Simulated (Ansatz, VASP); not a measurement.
## One calculation of CuMoH6, two programs

```
Cu H Mo
1.0
     4.23776    0.00000    0.00000
    -2.11888    3.67001    0.00000
     0.00000    0.00000    4.32788
Cu H Mo
1 6 1
Direct
  0.00000 0.00000 0.00000
  0.55917 0.44083 0.50000
  0.55917 0.11835 0.50000
  0.88165 0.44083 0.50000
  0.33333 0.66667 0.09634
  0.33333 0.66667 0.90366
  0.00000 0.00000 0.50000
  0.33333 0.66667 0.50000
```

Alike in both runs: functional PBE; k mesh 6 × 6 × 4; occupations gaussian, width 0.1 eV; no spin polarisation.

Ansatz relaxed the structure, and its values are those at the end. VASP's run is a single point on that final structure, the one shown.

|  | VASP | Ansatz |
| --- | --- | --- |
| version | VASP 6.6.1 | Ansatz 0.2.0 |
| potentials or method | VASP PAW PBE potentials, release 64 (Cu, H, Mo_sv), cutoff 600 eV | scalar-relativistic, plane waves, PAW |
| valence electrons in the cell | 31 | 39 |

```csv
,VASP,Ansatz,Ansatz less VASP
gap on the k mesh at the Fermi level (eV),none,none,-
pressure (GPa),0.2,0.1,-0.09
rms of the force components (eV/Å),0.007,0.006,-0.0008
```

A gap of «none» marks a metal or a gap that the smearing closes. VASP's potentials hold 31 valence electrons a cell and Ansatz's 39, so a difference there can come from the potentials and not from the codes.

The k mesh is coarse, so the values compare programs but aren't converged.
